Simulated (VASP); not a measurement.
Write the native input for VASP 6.6.1 that does the following.

```yaml
Task: single point
Functional: PBE
Potentials_or_basis: VASP PAW PBE potentials, release 64 (Sn_d, Te)
Cutoff: 500 eV
k_mesh: 6 × 6 × 6
Occupations: fermi-dirac, width 0.02 eV
Spin: no spin polarisation
Dipole_correction: no
Further_INCAR_settings: ALGO = Normal; EDIFF = 1e-06; NBANDS = 17
```

The structure of SnTe lies in POSCAR:

```
SnTe
1.0
    0.0000000000      3.2700876599      3.2700876599
    3.2700876599      0.0000000000      3.2700876599
    3.2700876599      3.2700876599      0.0000000000
Sn Te
1 1
Direct
    0.0000000000      0.0000000000      0.0000000000
    0.5000000000      0.5000000000      0.5000000000
```

These files were run (other wordings do the same):

INCAR

```
PREC = Accurate
ENCUT = 500
EDIFF = 1E-6
ISMEAR = -1
SIGMA = 0.02
LREAL = F
LASPH = T
NELM = 120
ALGO = Normal
ISIF = 2
LWAVE = F
LCHARG = F
GGA = PE
NBANDS = 17
GGA_COMPAT = F
```

KPOINTS

```
regular mesh
0
Gamma
  6 6 6
```

Potentials or basis: VASP PAW PBE potentials, release 64 (Sn_d, Te).

Command:

```bash
$ cat potpaw_PBE.64/Sn_d/POTCAR potpaw_PBE.64/Te/POTCAR > POTCAR
$ mpirun -np 1 vasp_std > vasp.out
```

Results of the run:

The pressure is -2.2 GPa and the band gap on the k mesh is 0.21 eV.

Caveat: spin-orbit coupling is left out, which moves the levels of the heavy elements.

Wall time 8.1 s on 1 thread of Intel(R) Xeon(R) 6975P-C (Granite Rapids) (shared host), peak memory 0.2 GiB.
